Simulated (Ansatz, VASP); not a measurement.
# Two plane-wave programs on HfZr2Si2

```xyz
5
Lattice="4.4179 0.0000 0.0000 -2.2090 3.8260 0.0000 0.0000 0.0000 7.5041" Properties=species:S:1:pos:R:3 pbc="T T T"
Zr    0.0000    2.5507    5.4162
Zr    2.2090    1.2753    2.0879
Hf    0.0000    0.0000    3.7521
Si    0.0000    0.0000    6.3646
Si    0.0000    0.0000    1.1395
```

Alike in both runs: functional PBE; k mesh 12 × 12 × 6; occupations gaussian, width 0.1 eV; no spin polarisation.

Ansatz relaxed the structure, and its values are those at the end. VASP's run is a single point on that final structure, the one shown.

```csv
,VASP,Ansatz
version,VASP 6.6.1,Ansatz 0.2.0
potentials or method,"VASP PAW PBE potentials, release 64 (Zr_sv, Hf_pv, Si), cutoff 520 eV","scalar-relativistic, plane waves, PAW"
valence electrons in the cell,42,58
```

```tsv
	VASP	Ansatz	Ansatz less VASP
gap on the k mesh at the Fermi level (eV)	none	none	-
pressure (GPa)	-0.1	0.0	+0.04
rms of the force components (eV/Å)	0.008	0.003	-0.0055
```

A gap of «none» marks a metal or a gap that the smearing closes. The functional is the same, so the differences come from potentials, cutoffs and numerics. VASP's potentials hold 42 valence electrons a cell and Ansatz's 58, so a difference there can come from the potentials and not from the codes.

Neither program's run includes spin-orbit coupling.
